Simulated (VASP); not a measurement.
Write the native input for VASP 6.6.1 that does the following.

| Item | Value |
| --- | --- |
| Task | single point |
| Functional | PBE |
| Potentials or basis | VASP PAW PBE potentials, release 64 (Al, Si, N) |
| Cutoff | 520 eV |
| k mesh | 12 × 12 × 12 |
| Occupations | gaussian, width 0.1 eV |
| Spin | no spin polarisation |
| Dipole correction | no |
| Further INCAR settings | ALGO = Normal; EDIFF = 1e-06; NBANDS = 20 |

The structure of Al2Si3N lies in POSCAR:

```
Al2Si3N
1.0
    2.8762776415      1.6606196706      3.0278332286
   -2.8762776415      1.6606196706      3.0278332286
    0.0000000000     -3.3212393412      3.0278332286
Al Si N
2 3 1
Direct
    0.6325456200      0.6325456200      0.6325456200
    0.3674543800      0.3674543800      0.3674543800
    0.0000000000      0.5000000000      0.0000000000
    0.5000000000      0.0000000000      0.0000000000
    0.0000000000      0.0000000000      0.5000000000
    0.0000000000      0.0000000000      0.0000000000
```

The input as run:

INCAR

```
SYSTEM = Al2Si3N
ALGO     = Normal         ! electronic algorithm
EDIFF    = 1E-6           ! SCF threshold, eV
ENCUT    = 520            ! plane-wave cutoff, eV
GGA      = PE             ! functional
ISIF     = 2              ! what is computed and relaxed
ISMEAR   = 0              ! smearing method
LASPH    = .TRUE.         ! aspherical terms in the spheres
LCHARG   = .FALSE.        ! write CHGCAR
LREAL    = .FALSE.        ! projectors in reciprocal space
LWAVE    = .FALSE.        ! write WAVECAR
NBANDS   = 20             ! bands
NELM     = 60             ! most SCF steps
PREC     = Accurate       ! precision mode
SIGMA    = 0.1            ! smearing width, eV
```

KPOINTS

```
k-points
0
G
  12 12 12
  0 0 0
```

Potentials or basis: VASP PAW PBE potentials, release 64 (Al, Si, N).

Command:

```bash
$ cat potpaw_PBE.64/Al/POTCAR potpaw_PBE.64/Si/POTCAR potpaw_PBE.64/N/POTCAR > POTCAR
$ mpirun -np 1 vasp_std > vasp.out
```

It gave:

* Pressure: 0.0 GPa

Wall time 4.9 min on 1 thread of Intel Xeon 6975P-C, on a shared host, peak memory 0.41 GiB.
